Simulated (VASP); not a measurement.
Runs of VASP 6.6.1 on Ru. The structure is that of space group P6_3/mmc (No. 194), or close to it. The cells are those of the table. 

| task | spin | cell | k mesh | cutoff (eV) | smearing | gap on the mesh (eV) | pressure (GPa) | moment (μB) |
| --- | --- | --- | --- | --- | --- | --- | --- | --- |
| relaxation of cell and atoms | off | relaxed from a = 2.704, b = 2.704, c = 4.282 Å, angles 90.0, 90.0, 120.0°, 2 atoms | 13 × 13 × 8 | 600 | fermi-dirac 0.1 eV | none | -0.1 | - |
| single point | off | a = 2.706, b = 2.706, c = 4.258 Å, angles 90.0, 90.0, 120.0°, 2 atoms | 13 × 13 × 8 | 520 | fermi-dirac 0.1 eV | none | 1.5 | - |
| single point | collinear, ferromagnetic start | a = 2.810, b = 2.810, c = 4.419 Å, angles 90.0, 90.0, 120.0°, 2 atoms | 22 × 22 × 12 | 520 | fermi-dirac 0.05 eV | none | -28.3 | 0.00 |
| single point | non-collinear, typed start, SOC | a = 2.706, b = 2.706, c = 4.255 Å, angles 90.0, 90.0, 120.0°, 2 atoms | 13 × 13 × 8 | 520 | fermi-dirac 0.05 eV | - | (a) | 0.00 |
| single point | off | a = 2.706, b = 2.706, c = 4.258 Å, angles 90.0, 90.0, 120.0°, 2 atoms | 22 × 22 × 12 | 520 | fermi-dirac 0.1 eV | none | 1.5 | - |

Alike in all rows: level r2SCAN; potentials or basis VASP PAW PBE potentials, release 64 (Ru_pv).

**Question.** Fill in the values left out.

**Answer.** (a) 1.8.

Caveats: the PAW data sets were made with another functional, which shifts forces and pressure a little; the cell stands under tension (at least some runs); an empty level that is flat over the whole mesh can mark a ghost state of the potentials, or a narrow d or f band (at least some runs).

A k mesh can miss the band edges, and rows without SOC leave out spin-orbit coupling on Ru.

A gap of «none» marks levels without a gap at the run's occupations.
